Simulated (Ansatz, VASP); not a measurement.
# Two plane-wave programs on Ti2CdOs2

The input INCAR:

```
ALGO     = Normal         # electronic algorithm
EDIFF    = 1E-6           # SCF threshold, eV
ENCUT    = 520            # plane-wave cutoff, eV
GGA      = PE             # functional
ISIF     = 2              # what is computed and relaxed
ISMEAR   = 0              # smearing method
ISPIN    = 2              # spin polarisation
LASPH    = T              # aspherical terms in the spheres
LCHARG   = F              # write CHGCAR
LMAXMIX  = 4              # l up to which the mixer works
LORBIT   = 11             # projections on sites
LREAL    = F              # projectors in reciprocal space
LWAVE    = F              # write WAVECAR
MAGMOM   = 1 1 0 1 1      # initial moments
NBANDS   = 38             # bands
NELM     = 150            # most SCF steps
PREC     = Accurate       # precision mode
SIGMA    = 0.1            # smearing width, eV
```

The input KPOINTS:

```
k-points
0
Gamma
  4 4 4
```

File POSCAR:

```
Ti2CdOs2
1.0
    4.1822435181      0.0000000000      0.0000000000
    0.0000000000      4.1822435181      0.0000000000
    0.0000000000      0.0000000000      5.3761018280
Ti Cd Os
2 1 2
Direct
    0.0000000000      0.5000000000      0.5000000000
    0.5000000000      0.0000000000      0.5000000000
    0.0000000000      0.0000000000      0.0000000000
    0.5000000000      0.5000000000      0.2268925311
    0.5000000000      0.5000000000      0.7731074689
```

Input for Ansatz:

```yaml
crystal:
  lattice:
    - [4.1822435181, 0.0, 0.0]
    - [0.0, 4.1822435181, 0.0]
    - [0.0, 0.0, 5.376101828]
  atoms:
    - { symbol: Ti, position: [0.0, 0.5, 0.5], spin: 1.0 }
    - { symbol: Ti, position: [0.5, 0.0, 0.5], spin: 1.0 }
    - { symbol: Cd, position: [0.0, 0.0, 0.0] }
    - { symbol: Os, position: [0.5, 0.5, 0.2268925311], spin: 1.0 }
    - { symbol: Os, position: [0.5, 0.5, 0.7731074689], spin: 1.0 }
basis:
  ecutwfc: 420
kpoints:
  mp_grid: { grid: [4, 4, 4] }
hamiltonian:
  xc: pbe
scf:
  occupations: { method: gaussian, width: 0.1 }
  lower_state_search: "off"
output:
  forces: true
  stress: true
  eigenvalues: true
  populations: true
magnetization:
  spin_polarized: true
```

Change from the starting cell: species swapped into the CeMg2Si2 type (P4/mmm, No. 123).

Alike in both runs: task single point; functional PBE; k mesh 4 × 4 × 4; occupations gaussian, width 0.1 eV; collinear spin.

|  | VASP | Ansatz |
| --- | --- | --- |
| version | VASP 6.6.1 | Ansatz 0.2.0 |
| potentials or method | VASP PAW PBE potentials, release 64 (Ti_sv, Cd, Os), cutoff 520 eV | scalar-relativistic, plane waves, PAW |
| valence electrons in the cell | 52 | 76 |

|  | VASP | Ansatz | Ansatz less VASP |
| --- | --- | --- | --- |
| gap on the k mesh at the Fermi level (eV) | none | none | - |
| pressure (GPa) | 0.1 | 0.0 | -0.10 |
| rms of the force components (eV/Å) | 0.006 | 0.003 | -0.0030 |
| net moment per atom (μB) | 0.00 | 0.00 | 0.000 |

Atom by atom the forces differ by 0.010 eV/Å (rms over components). A gap of «none» marks a metal or a gap that the smearing closes. The functional is the same, so the differences come from potentials, cutoffs and numerics. VASP's potentials hold 52 valence electrons a cell and Ansatz's 76, so a difference there can come from the potentials and not from the codes. Ansatz's warnings: seeded moment not kept.

The k mesh is coarse, so the values compare programs but aren't converged. Spin-orbit coupling is off throughout.
